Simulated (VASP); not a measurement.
Here is a VASP 6.6.1 calculation.

File POSCAR:

```
CdS
1.0
    4.1969590536      0.0000000000      0.0000000000
   -2.0984795268      3.6346731591      0.0000000000
    0.0000000000      0.0000000000      6.8279107376
Cd S
2 2
Direct
    0.3333333333      0.6666666667     -0.0008015501
    0.6666666667      0.3333333333      0.4991984499
    0.3333333333      0.6666666667      0.3758015501
    0.6666666667      0.3333333333      0.8758015501
```

Contents of INCAR.step1:

```
SYSTEM = CdS
PREC = Accurate ; ENCUT = 600
ISMEAR = -1 ; SIGMA = 0.02
LREAL = .False. ; LASPH = .True.
NELM = 80 ; GGA = PE
ALGO = Normal ; EDIFF = 1E-4
LWAVE = .True. ; LCHARG = .False.
```

File INCAR.step2:

```
SYSTEM = CdS
PREC = Accurate ; ENCUT = 600
EDIFF = 1E-7 ; ISMEAR = -1
SIGMA = 0.02 ; LREAL = .False.
LASPH = .True. ; NELM = 80
ALGO = Normal ; ISIF = 3
LWAVE = .False. ; LCHARG = .False.
METAGGA = R2SCAN ; LMIXTAU = .True.
IBRION = 2 ; NSW = 80
EDIFFG = -0.005 ; ISTART = 1
```

The input KPOINTS:

```
Automatic mesh
0
Gamma
  6 6 4
  0 0 0
```

Potentials or basis: VASP PAW PBE potentials, release 64 (Cd, S).

Run with:

```bash
$ cat potpaw_PBE.64/Cd/POTCAR potpaw_PBE.64/S/POTCAR > POTCAR
$ cp INCAR.step1 INCAR
$ mpirun -np 1 vasp_std > vasp.out
$ cp INCAR.step2 INCAR
$ mpirun -np 1 vasp_std > vasp.out
```

Task: Estimate the relaxed volume.

Result: 25.51 Å³/atom.

Task: Estimate the relaxed cell.

Result: a = 4.169 Å, b = 4.169 Å, c = 6.780 Å, α = 90.00°, β = 90.00°, γ = 120.00°.

Task: Estimate the band gap on the k mesh.

Result: 1.61 eV.

Task: Estimate the space group after relaxing (to 0.1 Å).

Result: P6_3mc (No. 186).

Final structure:
```
Cd S
1.0
     4.16877    0.00000    0.00000
    -2.08439    3.61026    0.00000
     0.00000    0.00000    6.78014
Cd S
2 2
Direct
  0.33333 0.66667 0.99919
  0.66667 0.33333 0.49919
  0.33333 0.66667 0.37581
  0.66667 0.33333 0.87581
```

Caveat: the PAW data sets were made with another functional, which shifts forces and pressure a little. r2SCAN opens gaps a little over a GGA but as a rule still falls short of measured ones.
